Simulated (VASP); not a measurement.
Crystal: Ge.

```xyz
1
Lattice="1.4246 -2.6515 0.0000 1.4246 2.6515 0.0000 0.0000 0.0000 2.7512" Properties=species:S:1:pos:R:3 pbc="T T T"
Ge    1.4246    0.0000    0.0000
```

Base run:

* Program: VASP 6.6.1
* Functional: r2SCAN
* Potentials or basis: VASP PAW PBE potentials, release 64 (Ge_d)
* Cutoff: 520 eV
* k mesh: 11 × 11 × 10
* Occupations: fermi-dirac, width 0.05 eV
* Spin: no spin polarisation

Its results: band gap on the k mesh zero (band 7 reaches 12.18 eV, above the bottom of band 8 at 3.19 eV); pressure -6.3 GPa.

Problem. After a change of settings the same cell gave: band gap on the k mesh zero (band 7 reaches 11.82 eV, above the bottom of band 8 at 3.27 eV); pressure -7.1 GPa. Which change was it?
A. functional from r2SCAN to LDA; potentials or basis from VASP PAW PBE potentials, release 64 (Ge_d) to VASP PAW LDA potentials, release 64 (Ge_d)
B. functional from r2SCAN to PBEsol
C. functional from r2SCAN to PBE; further incar settings from ALGO = Normal; EDIFF = 1e-07; NBANDS = 13 to ALGO = Normal; EDIFF = 1e-06; NBANDS = 13

Solution. B.

Caveats: the PAW data sets were made with another functional, which shifts forces and pressure a little.
